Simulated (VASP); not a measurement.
MgS, 2 atoms in the cell. Symmetry: Fm-3m, No. 225, cubic system. Conventional cell: a = 4.883 Å, b = 4.883 Å, c = 4.883 Å, α = 90.00°, β = 90.00°, γ = 90.00°. Mg (site symmetry m-3m) has 6 S at 2.44 Å within 3.2 Å. S (site symmetry m-3m) has 6 Mg at 2.44 Å within 3.2 Å. 

* Program: VASP 6.6.1
* Task: vibrations by perturbation theory
* Functional: PBEsol
* Potentials or basis: VASP PAW PBE potentials, release 64 (Mg, S)
* Cutoff: 520 eV
* k mesh: 8 × 8 × 8
* Occupations: gaussian, width 0.01 eV
* Spin: no spin polarisation
* Dipole correction: no
* Further INCAR settings: ALGO = Normal; EDIFF = 1e-08; IBRION = 8; NSW = 1

Potentials or basis: VASP PAW PBE potentials, release 64 (Mg, S).

Launch:

```console
$ cat potpaw_PBE.64/Mg/POTCAR potpaw_PBE.64/S/POTCAR > POTCAR
$ mpirun -np 1 vasp_std > vasp.out
```

Hardware: 1 thread of AMD EPYC 9R14 (Zen 4), with other jobs on the host.

Problem. How long does it take, and how much memory?

Solution. It took 120 s on 1 thread of AMD EPYC 9R14 (Zen 4), with other jobs on the host, peak memory 0.17 GiB. Counts: scf iterations 130, k points 29.
